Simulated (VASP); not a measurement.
# TaSi2: relaxation of cell and atoms with PBE

TaSi2:

```
CELL_PARAMETERS angstrom
4.52801 0.00000 0.00000
-2.26401 3.92138 0.00000
0.00000 0.00000 5.65144
ATOMIC_POSITIONS crystal
Ta 0.33333 0.66667 0.25000
Ta 0.66667 0.33333 0.75000
Si 0.33333 0.66667 0.75000
Si 0.66667 0.33333 0.25000
Si 0.00000 0.00000 0.00000
Si 0.00000 0.00000 0.50000
```

```yaml
Program: VASP 6.6.1
Task: relaxation of cell and atoms
Functional: PBE
Potentials_or_basis: VASP PAW PBE potentials, release 64 (Ta_pv, Si)
Cutoff: 600 eV
k_mesh: 6 × 6 × 4
Occupations: gaussian, width 0.1 eV
Spin: no spin polarisation
Dipole_correction: no
Further_INCAR_settings: ALGO = Normal; EDIFF = 1e-06; IBRION = 2; EDIFFG = -0.04; NSW = 90; ISIF = 3
```

* Relaxed volume: 15.35 Å³/atom
* Relaxed cell: a = 4.599 Å, b = 4.599 Å, c = 5.027 Å, α = 90.00°, β = 90.00°, γ = 120.00°
* Space group after relaxing (to 0.05 Å): P6_3/mmc (No. 194)
* Energy gained by relaxing: 160.8 meV/atom
* Ionic steps: 7
* Pressure after relaxing: 0.1 GPa
* Band gap on the k mesh: zero (band 19 reaches 9.38 eV, above the bottom of band 20 at 8.01 eV)

Stress tensor (GPa, compression positive):
```
 0.27  0.00  0.00
 0.00  0.27  0.00
 0.00  0.00 -0.35
```

The path:
| step | energy change (eV) | largest force (eV/Å) | pressure (GPa) | volume (Å³) |
| --- | --- | --- | --- | --- |
| 1 | 0.0000 | 0.0000 | -9.27 | 100.35 |
| 2 | -0.7509 | 0.0000 | 9.74 | 86.65 |
| 3 | -0.7781 | 0.0000 | 5.77 | 88.52 |
| 4 | -0.8544 | 0.0000 | 3.93 | 90.78 |
| 5 | -0.9370 | 0.0000 | 4.00 | 89.91 |
| 6 | -0.9386 | 0.0000 | -3.37 | 94.30 |
| 7 | -0.9648 | 0.0000 | 0.06 | 92.08 |

Final structure:
```
Ta Si
1.0
     4.59889    0.00000    0.00000
    -2.29945    3.98276    0.00000
     0.00000    0.00000    5.02749
Ta Si
2 4
Direct
  0.33333 0.66667 0.25000
  0.66667 0.33333 0.75000
  0.33333 0.66667 0.75000
  0.66667 0.33333 0.25000
  0.00000 0.00000 0.00000
  0.00000 0.00000 0.50000
```

Levels at points of the mesh, in eV from the Fermi level:
| k point | band 17 | band 18 | band 19 | band 20 | band 21 | band 22 |
| --- | --- | --- | --- | --- | --- | --- |
| (0.00, 0.00, 0.00) | -1.94 | -1.11 | -1.11 | 0.95 | 1.42 | 1.52 |
| (0.50, 0.00, 0.00) | -1.51 | -1.25 | -0.20 | 0.88 | 1.18 | 1.18 |
| (0.00, 0.00, 0.50) | -0.73 | -0.73 | -0.73 | -0.73 | 1.62 | 1.62 |
| (0.50, 0.00, 0.50) | -1.05 | -1.05 | 0.01 | 0.01 | 2.12 | 2.12 |

It took 5.3 min on 1 thread of Intel Xeon 6975P-C, on a shared host, peak memory 0.28 GiB.

Caveat: spin-orbit coupling is left out, which moves the levels of the heavy elements.
